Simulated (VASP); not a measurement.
# Te2Mo in VASP: settings compared

Te2Mo is run at these levels: PBEsol, LDA; tasks: single point.

Program: VASP 6.6.1. These are calculated values, not measurements. Logs are shortened: lines on timing, memory, paths and dates and some standing lists are left out, and cuts for length are marked.

## (1) The cell of the first run

The cell holds a slab with vacuum, 3 atoms: a = 3.560 Å, b = 3.560 Å, c = 17.524 Å, α = 90.00°, β = 90.00°, γ = 120.00°.

## (2) Single point, PBEsol

The input, INCAR:

```
SYSTEM = Te2Mo
ALGO     = Normal         ! electronic algorithm
EDIFF    = 1E-7           ! SCF threshold, eV
ENCUT    = 520            ! plane-wave cutoff, eV
GGA      = PS             ! functional
ISIF     = 2              ! what is computed and relaxed
ISMEAR   = -1             ! smearing method
LASPH    = .True.         ! aspherical terms in the spheres
LCHARG   = .True.         ! write CHGCAR
LELF     = .True.         ! ELF
LREAL    = .False.        ! projectors in reciprocal space
LVHAR    = .True.       
LWAVE    = .False.        ! write WAVECAR
NBANDS   = 20             ! bands
NELM     = 100            ! most SCF steps
PREC     = Accurate       ! precision mode
SIGMA    = 0.05           ! smearing width, eV
```

The input, KPOINTS:

```
k-points
0
Gamma
  9 9 2
  0 0 0
```

The input, POSCAR:

```
Te2Mo
1.0
    3.5602328140      0.0000000000      0.0000000000
   -1.7801164070      3.0832520603      0.0000000000
    0.0000000000      0.0000000000     17.5240578200
Te Mo
2 1
Direct
    0.3333333333      0.6666666667      0.1021445500
    0.3333333333      0.6666666667      0.8978554500
    0.0000000000      0.0000000000      0.0000000000
```

Potentials or basis: VASP PAW PBE potentials, release 64 (Te, Mo_sv).

Launch:

```sh
$ cat potpaw_PBE.64/Te/POTCAR potpaw_PBE.64/Mo_sv/POTCAR > POTCAR
$ mpirun -np 1 vasp_std > vasp.out
```

OUTCAR:

```text
SYSTEM = Te2Mo
   EDIFF = 1E-7
   ENCUT = 520
   GGA = PS
   ISIF = 2
   ISMEAR = -1
   LASPH = .True.
   LREAL = .False.
   NELM = 100
   PREC = Accurate

 ion  position               nearest neighbor table
   1  0.333  0.667  0.102-   3 2.73   3 2.73   3 2.73   2 3.58
   2  0.333  0.667  0.898-   3 2.73   3 2.73   3 2.73   1 3.58
   3  0.000  0.000  0.000-   1 2.73   2 2.73   1 2.73   2 2.73   1 2.73   2 2.73

  LATTYP: Found a hexagonal cell.
 ALAT       =     3.5602328140
 C/A-ratio  =     4.9221662558

  Lattice vectors:

 A1 = (   3.5602328140,   0.0000000000,   0.0000000000)
 A2 = (  -1.7801164070,   3.0832520603,   0.0000000000)
 A3 = (   0.0000000000,   0.0000000000,  17.5240578200)

Analysis of symmetry for initial positions (statically):
=====================================================================
 Subroutine PRICEL returns:
 Original cell was already a primitive cell.

 Routine SETGRP: Setting up the symmetry group for a
 hexagonal supercell.

 Subroutine GETGRP returns: Found 12 space group operations
 (whereof 12 operations were pure point group operations)
 out of a pool of 24 trial point group operations.

The static configuration has the point symmetry D_3h.

Analysis of symmetry for dynamics (positions and initial velocities):
=====================================================================
 Subroutine PRICEL returns:
 Original cell was already a primitive cell.

 Routine SETGRP: Setting up the symmetry group for a
 hexagonal supercell.

 Subroutine GETGRP returns: Found 12 space group operations
 (whereof 12 operations were pure point group operations)
 out of a pool of 24 trial point group operations.

The dynamic configuration has the point symmetry D_3h.

 Subroutine INISYM returns: Found 12 space group operations
 (whereof 12 operations are pure point group operations),
 and found     1 'primitive' translations

----------------------------------------------------------------------------------------

                                     Primitive cell

  volume of cell :     192.3633

  direct lattice vectors                    reciprocal lattice vectors
     3.560232814  0.000000000  0.000000000     0.280880508  0.162166437  0.000000000
[... 81 lines left out ...]
   ISPIN  =      1    spin polarized calculation?
   LNONCOLLINEAR =      F non collinear calculations
   LSORBIT =      F    spin-orbit coupling
   LASPH  =      T    aspherical Exc in radial PAW
   ENCUT  =  520.0 eV  38.22 Ry    6.18 a.u.   6.62  6.62 32.58*2*pi/ulx,y,z
   NELM   =    100;   NELMIN=  2; NELMDL= -5     # of ELM steps
   EDIFF  = 0.1E-06   stopping-criterion for ELM
   LREAL  =      F    real-space projection
   EDIFFG = 0.1E-05   stopping-criterion for IOM
   NSW    =      0    number of steps for IOM
   IBRION =     -1    ionic relax: 0-MD 1-quasi-New 2-CG
   NFREE  =      0    steps in history (QN), initial steepest desc. (CG)
   ISIF   =      2    stress and relaxation
   ISYM   =      2    0-nonsym 1-usesym 2-fastsym
   POTIM  = 0.5000    time-step for ionic-motion
   TEBEG  =    0.0;   TEEND  =   0.0 temperature during run
   PSTRESS=    0.0 pullay stress
   NELECT =      26.0000    total number of electrons
   NUPDOWN=      -1.0000    fix difference up-down
   EMIN   =  10.00;   EMAX   =-10.00  energy-range for DOS
   EFERMI =   0.00;   METHOD = LEGACY
   ISMEAR =    -1;   SIGMA  =   0.05  broadening in eV -4-tet -1-fermi 0-gaus
   EFERMI_NEDOS =   21; number of points for ismear=-14 and -15
   IALGO  =     38    algorithm
   IMIX   =      4    mixing-type and parameters
     AMIX     =   0.40;   BMIX     =  1.00
     AMIX_MAG =   1.60;   BMIX_MAG =  1.00
  volume/ion in A,a.u.               =      64.12       432.71
  Fermi-wavevector in a.u.,A,eV,Ry     =   0.840153  1.587660  9.603777  0.705858
  Thomas-Fermi vector in A             =   1.954489
   LORBIT       =      0    0 simple, 1 ext, 2 COOP (PROOUT), +10 PAW based schemes
   GGA     = PS    functional components
   LHFCALC =     F    Hartree Fock is set to
   AEXX    =    0.0000 exact exchange contribution
   IVDW    =     0    specifies the selected vdW correction
   LEPSILON=     F    determine dielectric tensor
   LRPA    =     F    only Hartree local field effects (RPA)
 non-spin polarized calculation
  energy-cutoff  :      520.00
  volume of cell :      192.36
 maximum number of plane-waves:      5262
 NGX is ok and might be reduce to    28
   NGX = 13   NGY = 13   NGZ = 65

 number of electron      26.0000000 magnetization

 Free energy of the ion-electron system (eV)
  ---------------------------------------------------
  ext. energy  EPLUGINS =         0.00000000
  ---------------------------------------------------
  free energy    TOTEN  =       -19.58590206 eV

  energy without entropy =      -19.58590024  energy(sigma->0) =      -19.58590115

 E-fermi :   0.5276     XC(G=0):  -4.7467

 val. band max:        0.0013632049   @ k =   0.3333   0.3333   0.5000
 cond. band min:       1.0488123581   @ k =   0.3333   0.3333   0.0000
 fundamental gap:      1.0474491532
 Fermi energy:         0.5275504886

 k-point     1 :       0.0000    0.0000    0.0000
  band No.  band energies     occupation
      1     -60.5725      2.00000
      2     -34.7453      2.00000
      3     -34.6456      2.00000
      4     -34.6456      2.00000
      5     -12.5488      2.00000
      6     -11.5614      2.00000
[... 541 lines left out ...]
     19       5.1772      0.00000
     20       7.3904      0.00000

------------------------ aborting loop because EDIFF is reached ----------------------------------------

  FORCE on cell =-STRESS in cart. coord.  units (eV):
  Direction    XX          YY          ZZ          XY          YZ          ZX
  --------------------------------------------------------------------------------------
  -------------------------------------------------------------------------------------
  Total       -1.5810342     -1.5810342     -0.5334501      0.0000000      0.0000000      0.0000000
  in kB      -13.1683007    -13.1683007     -4.4430609      0.0000000      0.0000000      0.0000000
  external PRESSURE =     -10.2598874 kB  Pullay stress =       0.0000000 kB

 VOLUME and BASIS-vectors are now :
 -----------------------------------------------------------------------------
  energy-cutoff  :      520.00
  volume of cell :      192.36
      direct lattice vectors                 reciprocal lattice vectors
     3.560232814  0.000000000  0.000000000     0.280880508  0.162166437  0.000000000
    -1.780116407  3.083252060  0.000000000     0.000000000  0.324332873  0.000000000
     0.000000000  0.000000000 17.524057820     0.000000000  0.000000000  0.057064409

 POSITION                                       TOTAL-FORCE (eV/Angst)
 -----------------------------------------------------------------------------------
     -0.00000      2.05550      1.78999         0.000000     -0.000000     -0.145800
     -0.00000      2.05550     15.73407         0.000000      0.000000      0.145800
      0.00000      0.00000      0.00000        -0.000000      0.000000      0.000000
 -----------------------------------------------------------------------------------
    total drift:                                0.000000     -0.000000     -0.000000

  FREE ENERGIE OF THE ION-ELECTRON SYSTEM (eV)
  ---------------------------------------------------
  free  energy   TOTEN  =       -19.5859020570 eV

  energy  without entropy=      -19.5859002441  energy(sigma->0) =      -19.58590115
```

Wall time 3.3 min (1 thread of AMD EPYC 7R13, shared host); peak memory 0.33 GiB.

Results:

- Free energy: -19.5859 eV
- Largest force: 0.146 eV/Å
- Band gap on the k mesh: 1.05 eV

Forces on the atoms (eV/Å):
```
Te   0.000  0.000 -0.146
Te   0.000  0.000  0.146
Mo   0.000  0.000  0.000
```

Levels at points of the mesh, in eV from the valence-band top:
```tsv
k point	band 9	band 10	band 11	band 12	band 13	band 14	band 15	band 16	band 17	band 18
(0.00, 0.00, 0.00)	-1.69	-1.61	-0.90	-0.90	-0.38	3.07	3.07	3.37	3.37	4.31
(0.00, 0.00, 0.50)	-1.69	-1.61	-0.90	-0.90	-0.38	3.07	3.07	3.37	3.37	4.44
```

Caveat: there is no dipole correction, which matters where the two faces differ; the PAW data sets were made with another functional, which shifts forces and pressure a little; spin-orbit coupling is left out, which moves the levels of the heavy elements.

## (3) Single point, LDA

This run uses another cell than the first one.

The input, INCAR:

```
  PREC = Accurate
  ENCUT = 520
  EDIFF = 1E-6
  ISMEAR = -1
  SIGMA = 0.05
  LREAL = False
  LASPH = True
  NELM = 80
  ALGO = Normal
  ISIF = 2
  LWAVE = False
  LCHARG = False
  NBANDS = 20
```

The input, KPOINTS:

```
regular mesh
0
Gamma
  9 9 2
```

The input, POSCAR:

```
Te2Mo
1.0
    3.5838112019      0.0000000000      0.0000000000
   -1.7919056009      3.1036715432      0.0000000000
    0.0000000000      0.0000000000     17.6401145653
Te Mo
2 1
Direct
    0.3333333333      0.6666666667      0.1021445500
    0.3333333333      0.6666666667      0.8978554500
    0.0000000000      0.0000000000      0.0000000000
```

Potentials or basis: VASP PAW LDA potentials, release 64 (Te, Mo_sv).

Launch:

```sh
$ cat potpaw_LDA.64/Te/POTCAR potpaw_LDA.64/Mo_sv/POTCAR > POTCAR
$ mpirun -np 1 vasp_std > vasp.out
```

OUTCAR:

```text
PREC = Accurate
   ENCUT = 520
   EDIFF = 1E-6
   ISMEAR = -1
   LREAL = False
   LASPH = True
   NELM = 80
   ISIF = 2

 ion  position               nearest neighbor table
   1  0.333  0.667  0.102-   3 2.74   3 2.74   3 2.74   2 3.60
   2  0.333  0.667  0.898-   3 2.74   3 2.74   3 2.74   1 3.60
   3  0.000  0.000  0.000-   1 2.74   2 2.74   1 2.74   2 2.74   1 2.74   2 2.74

  LATTYP: Found a hexagonal cell.
 ALAT       =     3.5838112019
 C/A-ratio  =     4.9221662558

  Lattice vectors:
[... 740 lines left out ...]

  FORCE on cell =-STRESS in cart. coord.  units (eV):
  Direction    XX          YY          ZZ          XY          YZ          ZX
  --------------------------------------------------------------------------------------
  -------------------------------------------------------------------------------------
  Total       -3.1566287     -3.1566287     -2.2982528     -0.0000000     -0.0000000     -0.0000000
  in kB      -25.7757794    -25.7757794    -18.7666215     -0.0000000     -0.0000000     -0.0000000
  external PRESSURE =     -23.4393934 kB  Pullay stress =       0.0000000 kB

 VOLUME and BASIS-vectors are now :
 -----------------------------------------------------------------------------
  energy-cutoff  :      520.00
  volume of cell :      196.21
      direct lattice vectors                 reciprocal lattice vectors
     3.583811202  0.000000000  0.000000000     0.279032556  0.161099521  0.000000000
    -1.791905601  3.103671543  0.000000000     0.000000000  0.322199043  0.000000000
     0.000000000  0.000000000 17.640114565     0.000000000  0.000000000  0.056688974

 POSITION                                       TOTAL-FORCE (eV/Angst)
 -----------------------------------------------------------------------------------
     -0.00000      2.06911      1.80184        -0.000000     -0.000000     -0.634380
     -0.00000      2.06911     15.83827        -0.000000     -0.000000      0.634380
      0.00000      0.00000      0.00000         0.000000      0.000000      0.000000
 -----------------------------------------------------------------------------------
    total drift:                                0.000000     -0.000000     -0.000000

  FREE ENERGIE OF THE ION-ELECTRON SYSTEM (eV)
  ---------------------------------------------------
  free  energy   TOTEN  =       -20.3639570886 eV

  energy  without entropy=      -20.3639545734  energy(sigma->0) =      -20.36395583
```

stdout:

```text
POSCAR found type information on POSCAR TeMo
 POSCAR found :  2 types and       3 ions
 scaLAPACK will be used
 LDA part: xc-table for (Slater(with rela. corr.)+CA(PZ))
 , standard interpolation
 POSCAR, INCAR and KPOINTS ok, starting setup
 FFT: planning ... GRIDC
 FFT: planning ... GRID_SOFT
 FFT: planning ... GRID
 WAVECAR not read
 entering main loop
```

Run time: 2.8 min. Hardware: 1 thread of AMD EPYC 7R13, shared host; peak memory 0.27 GiB.

What came out:

- Free energy: -20.3640 eV
- Largest force: 0.634 eV/Å
- Band gap on the k mesh: 1.01 eV

Forces on the atoms (eV/Å):
```
Te   0.000  0.000 -0.634
Te   0.000  0.000  0.634
Mo   0.000  0.000  0.000
```

Levels at points of the mesh, in eV from the valence-band top:
```csv
k point,band 9,band 10,band 11,band 12,band 13,band 14,band 15,band 16,band 17,band 18
"(0.00, 0.00, 0.00)",-1.66,-1.58,-0.89,-0.89,-0.36,2.97,2.97,3.24,3.24,4.34
"(0.00, 0.00, 0.50)",-1.66,-1.58,-0.89,-0.89,-0.36,2.97,2.97,3.24,3.24,4.42
```

Caveat: there is no dipole correction, which matters where the two faces differ; spin-orbit coupling is left out, which moves the levels of the heavy elements.

## (4) Single point, PBEsol

This run uses another cell than the first one.

The input, INCAR:

```
ALGO = Normal
EDIFF = 1E-6
ENCUT = 520
GGA = PS
ISIF = 2
ISMEAR = -1
LASPH = True
LCHARG = True
LELF = True
LREAL = False
LVHAR = True
LWAVE = False
NBANDS = 20
NELM = 100
PREC = Accurate
SIGMA = 0.05
```

The input, KPOINTS:

```
k-points
0
Gamma
  9 9 2
```

POSCAR is that of step 3.

Potentials or basis: VASP PAW PBE potentials, release 64 (Te, Mo_sv).

Launch:

```sh
$ cat potpaw_PBE.64/Te/POTCAR potpaw_PBE.64/Mo_sv/POTCAR > POTCAR
$ mpirun -np 1 vasp_std > vasp.out
```

Wall time 3.1 min (1 thread of AMD EPYC 7R13, shared host); peak memory 0.33 GiB.

Results (log left out):

| Quantity | Value |
| --- | --- |
| Free energy | -19.5531 eV |
| Largest force | 0.416 eV/Å |
| Band gap on the k mesh | 1.02 eV |

Forces on the atoms (eV/Å):
```
Te   0.000  0.000 -0.416
Te   0.000  0.000  0.416
Mo   0.000  0.000  0.000
```

Levels at points of the mesh, in eV from the valence-band top:
```csv
k point,band 10,band 11,band 12,band 13,band 14,band 15,band 16,band 17
"(0.00, 0.00, 0.00)",-1.60,-0.89,-0.89,-0.37,2.98,2.98,3.26,3.26
"(0.00, 0.00, 0.50)",-1.60,-0.89,-0.89,-0.37,2.98,2.98,3.26,3.26
```

Caveat: there is no dipole correction, which matters where the two faces differ; the PAW data sets were made with another functional, which shifts forces and pressure a little; spin-orbit coupling is left out, which moves the levels of the heavy elements.

## (5) Single point, LDA

This run uses another cell than the first one.

The input, INCAR:

```
SYSTEM = Te2Mo
PREC = Accurate
ENCUT = 520
EDIFF = 1E-6
ISMEAR = -1
SIGMA = 0.05
LREAL = .FALSE.
LASPH = .TRUE.
NELM = 80
ALGO = Normal
ISIF = 2
LWAVE = .FALSE.
LCHARG = .TRUE.
GGA = CA
LELF = .TRUE.
LVHAR = .TRUE.
NBANDS = 20
```

The input, KPOINTS:

```
Automatic mesh
0
G
  9 9 2
  0 0 0
```

The input, POSCAR:

```
Te2Mo
1.0
    3.6070833553      0.0000000000      0.0000000000
   -1.8035416776      3.1238258192      0.0000000000
    0.0000000000      0.0000000000     17.7546639734
Te Mo
2 1
Direct
    0.3333333333      0.6666666667      0.1021445500
    0.3333333333      0.6666666667      0.8978554500
    0.0000000000      0.0000000000      0.0000000000
```

Potentials or basis: VASP PAW LDA potentials, release 64 (Te, Mo_sv).

Launch:

```sh
$ cat potpaw_LDA.64/Te/POTCAR potpaw_LDA.64/Mo_sv/POTCAR > POTCAR
$ mpirun -np 1 vasp_std > vasp.out
```

Wall time 2.8 min (1 thread of AMD EPYC 7R13, shared host); peak memory 0.27 GiB.

Results (log left out):

```yaml
Free_energy: -20.3008 eV
Largest_force: 0.877 eV/Å
Band_gap_on_the_k_mesh: 0.98 eV
```

Forces in eV/Å, atoms in the order of the input:
```
Te   0.000  0.000 -0.877
Te   0.000  0.000  0.877
Mo   0.000  0.000  0.000
```

Levels at points of the mesh, in eV from the valence-band top:
```tsv
k point	band 9	band 10	band 11	band 12	band 13	band 14	band 15	band 16	band 17	band 18
(0.00, 0.00, 0.00)	-1.62	-1.57	-0.88	-0.88	-0.34	2.88	2.88	3.13	3.13	4.31
(0.00, 0.00, 0.50)	-1.62	-1.57	-0.88	-0.88	-0.34	2.88	2.88	3.13	3.13	4.38
```

Caveat: there is no dipole correction, which matters where the two faces differ; spin-orbit coupling is left out, which moves the levels of the heavy elements.

## (6) Overview

```csv
level,potentials or basis,cell,gap on the mesh (eV),largest force (eV/Å)
PBEsol,"VASP PAW PBE potentials, release 64 (Te, Mo_sv)","a = 3.560, b = 3.560, c = 17.524 Å, angles 90.0, 90.0, 120.0°, 3 atoms",1.05,0.15
LDA,"VASP PAW LDA potentials, release 64 (Te, Mo_sv)","a = 3.584, b = 3.584, c = 17.640 Å, angles 90.0, 90.0, 120.0°, 3 atoms",1.01,0.63
PBEsol,"VASP PAW PBE potentials, release 64 (Te, Mo_sv)","a = 3.584, b = 3.584, c = 17.640 Å, angles 90.0, 90.0, 120.0°, 3 atoms",1.02,0.42
LDA,"VASP PAW LDA potentials, release 64 (Te, Mo_sv)","a = 3.607, b = 3.607, c = 17.755 Å, angles 90.0, 90.0, 120.0°, 3 atoms",0.98,0.88
```

Alike in all rows: task single point; no spin polarisation; k mesh 9 × 9 × 2; cutoff (eV) 520; smearing fermi-dirac 0.05 eV.

Caveats: there is no dipole correction, which matters where the two faces differ; spin-orbit coupling is left out, which moves the levels of the heavy elements; the PAW data sets were made with another functional, which shifts forces and pressure a little (at least some runs).

Total energies depend on the potentials used, so only differences within one code and one set of settings carry meaning.
